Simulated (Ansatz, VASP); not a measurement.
One calculation of ZnAg, two programs

File INCAR:

```
ALGO = Normal
EDIFF = 1E-8
ENCUT = 520
ISIF = 2
ISMEAR = -1
LASPH = T
LCHARG = F
LEFG = T
LREAL = F
LWAVE = F
NBANDS = 18
NELM = 80
PREC = Accurate
SIGMA = 0.03
```

KPOINTS

```
k-points
0
Gamma
  12 12 12
```

POSCAR

```
ZnAg
1.0
    3.1975310785      0.0000000000      0.0000000000
    0.0000000000      3.1975310785      0.0000000000
    0.0000000000      0.0000000000      3.1975310785
Zn Ag
1 1
Direct
    0.5000000000      0.5000000000      0.5000000000
    0.0000000000      0.0000000000      0.0000000000
```

Input for Ansatz:

```yaml
crystal:
  lattice:
    - [3.1975310785, 0.0, 0.0]
    - [0.0, 3.1975310785, 0.0]
    - [0.0, 0.0, 3.1975310785]
  atoms:
    - { symbol: Zn, position: [0.5, 0.5, 0.5] }
    - { symbol: Ag, position: [0.0, 0.0, 0.0] }
kpoints:
  mp_grid: { grid: [12, 12, 12] }
scf:
  occupations: { method: fermi_dirac, width: 0.03 }
hamiltonian:
  xc: lda
  pseudopotentials: { kind: all_electron, datasets: crystal }
output:
  forces: true
  stress: true
  eigenvalues: true
  efg: { contact_densities: true }
```

Change from the starting cell: volume scaled by 1.04, crystal datasets.

Alike in both runs: task electric field gradients; functional LDA; k mesh 12 × 12 × 12; occupations fermi-dirac, width 0.03 eV; no spin polarisation.

```csv
,VASP,Ansatz
version,VASP 6.6.1,Ansatz 0.2.0
potentials or method,"VASP PAW LDA potentials, release 64 (Zn, Ag), cutoff 520 eV","all-electron PAW with datasets made for the crystal, scalar-relativistic"
```

|  | VASP | Ansatz | Ansatz less VASP |
| --- | --- | --- | --- |
| pressure (GPa) | -10.7 | -11.0 | -0.35 |

LDA's correlation is that of Perdew and Zunger in VASP and of Perdew and Wang (1992) in Ansatz. Ansatz ran all-electron here, and VASP with PAW potentials.
